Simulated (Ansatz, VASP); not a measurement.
Two plane-wave programs on Pd

INCAR

```
SYSTEM = Pd
PREC = Accurate
ENCUT = 520
EDIFF = 1E-6
ISMEAR = -1
SIGMA = 0.1
LREAL = .False.
LASPH = .True.
NELM = 80
ALGO = Normal
ISIF = 2
LWAVE = .False.
LCHARG = .True.
GGA = RP
LELF = .True.
LVHAR = .True.
NBANDS = 28
```

Contents of KPOINTS:

```
Automatic mesh
0
Gamma
  14 14 4
  0 0 0
```

POSCAR

```
Pd
1.0
    2.8835246023      0.0000000000      0.0000000000
   -1.4417623012      2.4972055580      0.0000000000
    0.0000000000      0.0000000000      9.5025036519
Pd
4
Direct
    0.0000000000      0.0000000000      0.0000000000
    0.0000000000      0.0000000000      0.5000000000
    0.3333333333      0.6666666667      0.2500000000
    0.6666666667      0.3333333333      0.7500000000
```

Input for Ansatz:

```yaml
crystal:
  lattice:
    - [2.8835246023, 0.0, 0.0]
    - [-1.4417623012, 2.497205558, 0.0]
    - [0.0, 0.0, 9.5025036519]
  atoms:
    - { symbol: Pd, position: [0.0, 0.0, 0.0] }
    - { symbol: Pd, position: [0.0, 0.0, 0.5] }
    - { symbol: Pd, position: [0.3333333333, 0.6666666667, 0.25] }
    - { symbol: Pd, position: [0.6666666667, 0.3333333333, 0.75] }
hamiltonian:
  xc: rpbe
  pseudopotentials:
    kind: paw
    azcp:
      Pd: "pseudopotentials/Pd.paw.azcp"
basis:
  ecutwfc: 420
  fft_grid_basis: typed
kpoints:
  mp_grid: { grid: [14, 14, 4], shift: [0, 0, 0] }
magnetization:
  spin_polarized: false
scf:
  occupations: { method: fermi_dirac, width: 0.1 }
  lower_state_search: "off"
output:
  stress: true
  write_density: true
  write_potential: true
  elf: true
  volumetric_format: npy
```

Alike in both runs: task single point; functional RPBE; k mesh 14 × 14 × 4; occupations fermi-dirac, width 0.1 eV; no spin polarisation.

```csv
,VASP,Ansatz
version,VASP 6.6.1,Ansatz 0.2.0
potentials or method,"VASP PAW PBE potentials, release 64 (Pd), cutoff 520 eV","plane waves (420 eV) with PAW, scalar-relativistic"
valence electrons in the cell,40,72
```

```tsv
	VASP	Ansatz	Ansatz less VASP
pressure (GPa)	-9.1	-9.0	+0.13
traceless stress, the component that is largest in VASP (GPa)	-0.24	-0.24	+0.006
```

VASP's potentials were made for PBE, not for RPBE. VASP's potentials hold 40 valence electrons a cell and Ansatz's 72, so a difference there can come from the potentials and not from the codes.
